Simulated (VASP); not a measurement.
# Mg in VASP: further runs

The runs below take Mg through single point, with PBE.

All numbers are computed with VASP 6.6.1; they aren't measurements. Logs are shortened: lines on timing, memory, paths and dates and some standing lists are left out, and cuts for length are marked.

### 1 The cell of the first run

The cell holds a slab with vacuum, 17 atoms: a = 6.420 Å, b = 6.420 Å, c = 19.820 Å, α = 90.00°, β = 90.00°, γ = 60.00°.

### 2 Single point, PBE

File INCAR:

```
SYSTEM = Mg
ALGO     = Normal         ! electronic algorithm
EDIFF    = 1E-7           ! SCF threshold, eV
ENCUT    = 520            ! plane-wave cutoff, eV
GGA      = PE             ! functional
ISIF     = 2              ! what is computed and relaxed
ISMEAR   = 0              ! smearing method
LASPH    = .True.         ! aspherical terms in the spheres
LCHARG   = .True.         ! write CHGCAR
LELF     = .True.         ! ELF
LREAL    = Auto         
LVHAR    = .True.       
LWAVE    = .False.        ! write WAVECAR
NBANDS   = 31             ! bands
NELM     = 60             ! most SCF steps
PREC     = Accurate       ! precision mode
SIGMA    = 0.15           ! smearing width, eV
```

File KPOINTS:

```
k-points
0
Gamma
  3 3 1
  0 0 0
```

File POSCAR:

```
Mg
1.0
    6.4200000000      0.0000000000      0.0000000000
    3.2100000000      5.5598830000      0.0000000000
    0.0000000000      0.0000000000     19.8195600000
Mg
17
Direct
   -0.1666666367      0.3333332734      0.0504552069
    0.3333333633      0.3333332734      0.0504552069
   -0.1666666817      0.8333333633      0.0504552069
    0.3333333183      0.8333333633      0.0504552069
   -0.0015324599     -0.0015674790      0.1856158764
    0.4986099213     -0.0005678177      0.1850117258
   -0.0015987704      0.5006193476      0.1856513969
    0.4967844975      0.5004238399      0.1853754069
   -0.1721360661      0.3341453408      0.3122061741
    0.3311197787      0.3322246170      0.3140637835
   -0.1698081489      0.8329885719      0.3140294739
    0.3311486682      0.8329740032      0.3140720077
   -0.0053049502      0.0041500873      0.4463149031
    0.5006712219     -0.0028234407      0.4517520066
   -0.0053064914      0.4959201480      0.4461267556
    0.4922118761      0.5013463413      0.4518540270
    1.0130224250      0.7393704148      0.5829207107
```

Potentials or basis: VASP PAW PBE potentials, release 64 (Mg).

Run with:

```sh
$ cat potpaw_PBE.64/Mg/POTCAR > POTCAR
$ mpirun -np 1 vasp_std > vasp.out
```

OUTCAR:

```text
SYSTEM = Mg
   EDIFF = 1E-7
   ENCUT = 520
   GGA = PE
   ISIF = 2
   ISMEAR = 0
   LASPH = .True.
   LREAL = Auto
   NELM = 60
   PREC = Accurate

 ion  position               nearest neighbor table
   1  0.833  0.333  0.050-   4 3.21   3 3.21   2 3.21   2 3.21   3 3.21   4 3.21   7 3.25   5 3.26
                             8 3.26
   2  0.333  0.333  0.050-   3 3.21   4 3.21   1 3.21   1 3.21   4 3.21   3 3.21   8 3.24   6 3.25
                             7 3.26
   3  0.833  0.833  0.050-   2 3.21   1 3.21   4 3.21   4 3.21   1 3.21   2 3.21   5 3.25   6 3.25
                             7 3.26
   4  0.333  0.833  0.050-   1 3.21   2 3.21   3 3.21   3 3.21   2 3.21   1 3.21   6 3.24   8 3.25
                             5 3.26
   5  0.998  0.998  0.186-   9 3.13  12 3.15  11 3.15   7 3.20   8 3.20   6 3.21   6 3.21   8 3.22
                             7 3.22   3 3.25   4 3.26   1 3.26
   6  0.499  0.999  0.185-  11 3.15  10 3.16  12 3.16   7 3.21   5 3.21   8 3.21   8 3.21   5 3.21
                             7 3.21   4 3.24   2 3.25   3 3.25
   7  0.998  0.501  0.186-   9 3.13  11 3.14  10 3.15   5 3.20   8 3.20   6 3.21   6 3.21   8 3.22
                             5 3.22   1 3.25   3 3.26   2 3.26
   8  0.497  0.500  0.185-   9 3.12  12 3.15  10 3.15   5 3.20   7 3.20   6 3.21   6 3.21   7 3.22
                             5 3.22   2 3.24   4 3.25   1 3.26
   9  0.828  0.334  0.312-   8 3.12   5 3.13   7 3.13  10 3.20  12 3.20  11 3.21  11 3.21  15 3.22
                            12 3.22  10 3.22  13 3.23  16 3.34
  10  0.331  0.332  0.314-   7 3.15   8 3.15   6 3.16   9 3.20  11 3.20  12 3.21  12 3.21  11 3.22
                            15 3.22   9 3.22  16 3.29  14 3.30
  11  0.830  0.833  0.314-   7 3.14   5 3.15   6 3.15  12 3.20  10 3.20   9 3.21   9 3.21  10 3.22
                            12 3.22  13 3.22  15 3.22  14 3.29
  12  0.331  0.833  0.314-   5 3.15   8 3.15   6 3.16   9 3.20  11 3.20  10 3.21  10 3.21  11 3.22
                            13 3.22   9 3.22  16 3.30  14 3.30
  13  0.995  0.004  0.446-  15 3.16  17 3.17  14 3.20  16 3.21  16 3.21  11 3.22  12 3.22  14 3.23
                             9 3.23  15 3.26
  14  0.501  0.997  0.452-  13 3.20  15 3.20  16 3.21  16 3.21  15 3.23  13 3.23  11 3.29  12 3.30
                            10 3.30
  15  0.995  0.496  0.446-  13 3.16  17 3.16  14 3.20  16 3.21  16 3.21  10 3.22  11 3.22   9 3.22
                            14 3.23  13 3.26
  16  0.492  0.501  0.452-  14 3.21  15 3.21  14 3.21  13 3.21  13 3.21  15 3.21  10 3.29  12 3.30
                             9 3.34
  17  0.013  0.739  0.583-  15 3.16  13 3.17

  LATTYP: Found a hexagonal cell.
 ALAT       =     6.4199999201
 C/A-ratio  =     3.0871589169

  Lattice vectors:

 A1 = (  -3.2100000000,  -5.5598830000,   0.0000000000)
 A2 = (   6.4200000000,   0.0000000000,   0.0000000000)
 A3 = (   0.0000000000,   0.0000000000,  19.8195600000)

Analysis of symmetry for initial positions (statically):
=====================================================================
 Subroutine PRICEL returns:
 Original cell was already a primitive cell.

 Routine SETGRP: Setting up the symmetry group for a
 hexagonal supercell.

 Subroutine GETGRP returns: Found  1 space group operations
 (whereof  1 operations were pure point group operations)
 out of a pool of 24 trial point group operations.

The static configuration has the point symmetry C_1 .

Analysis of symmetry for dynamics (positions and initial velocities):
=====================================================================
 Subroutine PRICEL returns:
 Original cell was already a primitive cell.

 Routine SETGRP: Setting up the symmetry group for a
 hexagonal supercell.

 Subroutine GETGRP returns: Found  1 space group operations
 (whereof  1 operations were pure point group operations)
 out of a pool of 24 trial point group operations.

The dynamic configuration has the point symmetry C_1 .

 Subroutine INISYM returns: Found  1 space group operations
 (whereof  1 operations are pure point group operations),
 and found     1 'primitive' translations

----------------------------------------------------------------------------------------

                                     Primitive cell

  volume of cell :     707.4483

  direct lattice vectors                    reciprocal lattice vectors
     6.420000000  0.000000000  0.000000000     0.155763240 -0.089929950  0.000000000
     3.210000000  5.559883000  0.000000000     0.000000000  0.179859900  0.000000000
     0.000000000  0.000000000 19.819560000     0.000000000  0.000000000  0.050455207

[... 43 lines left out ...]

 KPOINTS: k-points

Automatic generation of k-mesh.
 Grid dimensions read from file:
 generate k-points for:    3    3    1

 Generating k-lattice:

  Cartesian coordinates                     Fractional coordinates (reciprocal lattice)
     0.051921080 -0.029976650  0.000000000     0.333333333 -0.000000000  0.000000000
     0.000000000  0.059953300  0.000000000     0.000000000  0.333333333  0.000000000
     0.000000000  0.000000000  0.050455207     0.000000000  0.000000000  1.000000000

  Length of vectors
     0.059953299  0.059953300  0.050455207

  Shift w.r.t. Gamma in fractional coordinates (k-lattice)
     0.000000000  0.000000000  0.000000000

 Subroutine IBZKPT returns following result:
 ===========================================

 Found      5 irreducible k-points:

 Following reciprocal coordinates:
            Coordinates               Weight
  0.000000  0.000000  0.000000      1.000000
  0.333333 -0.000000  0.000000      2.000000
  0.333333  0.333333  0.000000      2.000000
  0.000000  0.333333  0.000000      2.000000
 -0.333333  0.333333  0.000000      2.000000
   k-points           NKPTS =      5   k-points in BZ     NKDIM =      5   number of bands    NBANDS=     31
   number of dos      NEDOS =    301   number of ions     NIONS =     17
   total plane-waves  NPLWV = 345600
   dimension x,y,z NGX =    48 NGY =   48 NGZ =  150
   dimension x,y,z NGXF=    96 NGYF=   96 NGZF=  300
   ions per type =              17
   NGX,Y,Z   is equivalent  to a cutoff of  12.43, 12.43, 12.58 a.u.
   NGXF,Y,Z  is equivalent  to a cutoff of  24.86, 24.86, 25.16 a.u.
 SYSTEM =  Mg
   PREC   = accura    normal or accurate (medium, high low for compatibility)
   ISTART =      0    job   : 0-new  1-cont  2-samecut
   ICHARG =      2    charge: 1-file 2-atom 10-const
   ISPIN  =      1    spin polarized calculation?
   LNONCOLLINEAR =      F non collinear calculations
   LSORBIT =      F    spin-orbit coupling
   LASPH  =      T    aspherical Exc in radial PAW
   ENCUT  =  520.0 eV  38.22 Ry    6.18 a.u.  11.94 11.94 36.85*2*pi/ulx,y,z
   NELM   =     60;   NELMIN=  2; NELMDL= -5     # of ELM steps
   EDIFF  = 0.1E-06   stopping-criterion for ELM
   LREAL  =      T    real-space projection
   EDIFFG = 0.1E-05   stopping-criterion for IOM
   NSW    =      0    number of steps for IOM
   IBRION =     -1    ionic relax: 0-MD 1-quasi-New 2-CG
   NFREE  =      0    steps in history (QN), initial steepest desc. (CG)
   ISIF   =      2    stress and relaxation
   ISYM   =      2    0-nonsym 1-usesym 2-fastsym
   POTIM  = 0.5000    time-step for ionic-motion
   TEBEG  =    0.0;   TEEND  =   0.0 temperature during run
   PSTRESS=    0.0 pullay stress
   NELECT =      34.0000    total number of electrons
   NUPDOWN=      -1.0000    fix difference up-down
   EMIN   =  10.00;   EMAX   =-10.00  energy-range for DOS
   EFERMI =   0.00;   METHOD = LEGACY
   ISMEAR =     0;   SIGMA  =   0.15  broadening in eV -4-tet -1-fermi 0-gaus
   EFERMI_NEDOS =   21; number of points for ismear=-14 and -15
   IALGO  =     38    algorithm
   IMIX   =      4    mixing-type and parameters
     AMIX     =   0.40;   BMIX     =  1.00
     AMIX_MAG =   1.60;   BMIX_MAG =  1.00
  volume/ion in A,a.u.               =      41.61       280.83
  Fermi-wavevector in a.u.,A,eV,Ry     =   0.595209  1.124782  4.820189  0.354274
  Thomas-Fermi vector in A             =   1.645086
   LORBIT       =      0    0 simple, 1 ext, 2 COOP (PROOUT), +10 PAW based schemes
   GGA     = PE    functional components
   LHFCALC =     F    Hartree Fock is set to
   AEXX    =    0.0000 exact exchange contribution
   IVDW    =     0    specifies the selected vdW correction
   LEPSILON=     F    determine dielectric tensor
   LRPA    =     F    only Hartree local field effects (RPA)
 non-spin polarized calculation
 Gauss-broadening in eV      SIGMA  =   0.15
  energy-cutoff  :      520.00
  volume of cell :      707.45
 maximum number of plane-waves:     19087
   NGX = 23   NGY = 23   NGZ = 73

 number of electron      34.0000000 magnetization

 Free energy of the ion-electron system (eV)
  ---------------------------------------------------
  ext. energy  EPLUGINS =         0.00000000
  ---------------------------------------------------
  free energy    TOTEN  =       -21.86871140 eV

  energy without entropy =      -21.67751762  energy(sigma->0) =      -21.77311451

 E-fermi :   0.0078     XC(G=0):  -5.7284

 val. band max:       -0.0030690878   @ k =   0.3333  -0.0000   0.0000
 cond. band min:       0.0330991121   @ k =   0.0000   0.3333   0.0000
 fundamental gap:      0.0361681999
 Fermi energy:         0.0077986786

 k-point     1 :       0.0000    0.0000    0.0000
  band No.  band energies     occupation
      1      -6.6331      2.00000
      2      -5.8736      2.00000
      3      -4.7415      2.00000
      4      -3.2014      2.00000
      5      -1.9712      2.00000
      6      -1.9019      2.00000
[... 149 lines left out ...]
     28       2.3797      0.00000
     29       2.9018      0.00000
 [bands above 29 left out]

------------------------ aborting loop because EDIFF is reached ----------------------------------------

  FORCE on cell =-STRESS in cart. coord.  units (eV):
  Direction    XX          YY          ZZ          XY          YZ          ZX
  --------------------------------------------------------------------------------------
  -------------------------------------------------------------------------------------
  Total       -5.1177247     -4.9694288     -0.1916618      0.1517750      0.0179191      0.1074758
  in kB      -11.5902503    -11.2544004     -0.4340618      0.3437290      0.0405819      0.2434033
  external PRESSURE =      -7.7595708 kB  Pullay stress =       0.0000000 kB

 VOLUME and BASIS-vectors are now :
 -----------------------------------------------------------------------------
  energy-cutoff  :      520.00
  volume of cell :      707.45
      direct lattice vectors                 reciprocal lattice vectors
     6.420000000  0.000000000  0.000000000     0.155763240 -0.089929950  0.000000000
     3.210000000  5.559883000  0.000000000     0.000000000  0.179859900  0.000000000
     0.000000000  0.000000000 19.819560000     0.000000000  0.000000000  0.050455207

 POSITION                                       TOTAL-FORCE (eV/Angst)
 -----------------------------------------------------------------------------------
      6.42000      1.85329      1.00000        -0.008165      0.002538     -0.009646
      3.21000      1.85329      1.00000        -0.000370      0.022449      0.005416
      8.02500      4.63324      1.00000         0.016947     -0.013655      0.028025
      4.81500      4.63324      1.00000        -0.021462     -0.015761      0.004601
      9.61513      5.55117      3.67882        -0.000858      0.000463      0.000131
      6.40925      5.55673      3.66685         0.001632      0.000654      0.000530
[... 9 lines left out ...]
      4.76932      2.78743      8.95555         0.001853     -0.000029     -0.008386
      2.45698      4.11081     11.55323         0.007072     -0.001595     -0.003083
 -----------------------------------------------------------------------------------
    total drift:                                0.001701     -0.001180      0.009631

  FREE ENERGIE OF THE ION-ELECTRON SYSTEM (eV)
  ---------------------------------------------------
  free  energy   TOTEN  =       -21.8687113972 eV

  energy  without entropy=      -21.6775176195  energy(sigma->0) =      -21.77311451
```

Wall time 2.3 min (1 thread of Intel Xeon 6975P-C (Granite Rapids), shared host); peak memory 0.65 GiB.

What came out:

```yaml
Free_energy: -21.8687 eV
Largest_force: 0.035 eV/Å
Band_gap_on_the_k_mesh: zero (band 17 reaches 0.14 eV, above the bottom of band 18 at -0.43 eV)
```

Forces in eV/Å, atoms in the order of the input:
```
Mg  -0.008  0.003 -0.010
Mg   0.000  0.022  0.005
Mg   0.017 -0.014  0.028
Mg  -0.021 -0.016  0.005
Mg  -0.001  0.000  0.000
Mg   0.002  0.001  0.001
Mg   0.001  0.001 -0.001
Mg   0.000 -0.001 -0.001
Mg   0.002 -0.001  0.001
Mg   0.000 -0.001 -0.001
Mg   0.001  0.002 -0.001
Mg   0.000  0.002  0.000
Mg   0.000  0.000 -0.004
Mg  -0.002  0.001 -0.008
Mg   0.002  0.002 -0.003
Mg   0.002  0.000 -0.008
Mg   0.007 -0.002 -0.003
```

Caveat: the k points lie up to 0.38 Å⁻¹ apart.

### 3 Single point, PBE

File INCAR:

```
SYSTEM = Mg
PREC     = Accurate       ! precision mode
ENCUT    = 520            ! plane-wave cutoff, eV
EDIFF    = 1E-7           ! SCF threshold, eV
ISMEAR   = 0              ! smearing method
SIGMA    = 0.15           ! smearing width, eV
LREAL    = Auto         
LASPH    = .TRUE.         ! aspherical terms in the spheres
NELM     = 80             ! most SCF steps
ALGO     = Normal         ! electronic algorithm
ISIF     = 2              ! what is computed and relaxed
LWAVE    = .FALSE.        ! write WAVECAR
LCHARG   = .FALSE.        ! write CHGCAR
GGA      = PE             ! functional
NBANDS   = 31             ! bands
```

File KPOINTS:

```
regular mesh
0
G
  3 3 1
  0 0 0
```

File POSCAR:

```
Mg
1.0
    6.4200000000      0.0000000000      0.0000000000
    3.2100000000      5.5598830000      0.0000000000
    0.0000000000      0.0000000000     19.8195600000
Mg
17
Direct
   -0.1666666367      0.3333332734      0.0504552069
    0.3333333633      0.3333332734      0.0504552069
   -0.1666666817      0.8333333633      0.0504552069
    0.3333333183      0.8333333633      0.0504552069
   -0.0023871743     -0.0007913836      0.1856575524
    0.4970889564      0.0006217757      0.1848140423
   -0.0024160888      0.5014580343      0.1856809637
    0.4952982318      0.5015163089      0.1856062899
   -0.1732855152      0.3352311550      0.3121090983
    0.3288297404      0.3339442575      0.3142666638
   -0.1720552756      0.8346628877      0.3139425900
    0.3288927095      0.8345871667      0.3142552105
   -0.0097116290      0.0063332268      0.4467647617
    0.4946765845      0.0010122515      0.4512617334
   -0.0098468930      0.4997065586      0.4465276727
    0.4910012557      0.5027186723      0.4505477922
    1.0965389339      0.6966099826      0.5821532870
```

Potentials or basis: VASP PAW PBE potentials, release 64 (Mg).

Run with:

```sh
$ cat potpaw_PBE.64/Mg/POTCAR > POTCAR
$ mpirun -np 1 vasp_std > vasp.out
```

It took 2.2 min on 1 thread of Intel Xeon 6975P-C (Granite Rapids), shared host; peak memory 0.65 GiB.

Results (log left out):

| Property | Result |
| --- | --- |
| Free energy | -21.8773 eV |
| Largest force | 0.036 eV/Å |
| Band gap on the k mesh | zero (band 17 reaches 0.12 eV, above the bottom of band 18 at -0.43 eV) |

Forces in eV/Å, atoms in the order of the input:
```
Mg  -0.007  0.003 -0.014
Mg  -0.004  0.032  0.012
Mg   0.022 -0.015  0.022
Mg  -0.031 -0.016  0.011
Mg  -0.001  0.002  0.000
Mg   0.001  0.000  0.000
Mg  -0.001  0.000  0.000
Mg   0.001 -0.001 -0.001
Mg   0.001 -0.001  0.001
Mg   0.001  0.003 -0.001
Mg   0.003  0.000 -0.002
Mg  -0.003  0.000  0.001
Mg   0.001 -0.002 -0.002
Mg  -0.002  0.001 -0.007
Mg   0.000  0.000 -0.005
Mg   0.001  0.001 -0.011
Mg   0.019 -0.007 -0.004
```

Levels at points of the mesh, in eV from the Fermi level:
```
           k point  band 14  band 15  band 16  band 17  band 18  band 19  band 20  band 21
(0.00, 0.00, 0.00)    -1.19    -1.17    -1.16    -1.13    -0.44     0.00     0.01     0.05
```

Caveat: the k points lie up to 0.38 Å⁻¹ apart.
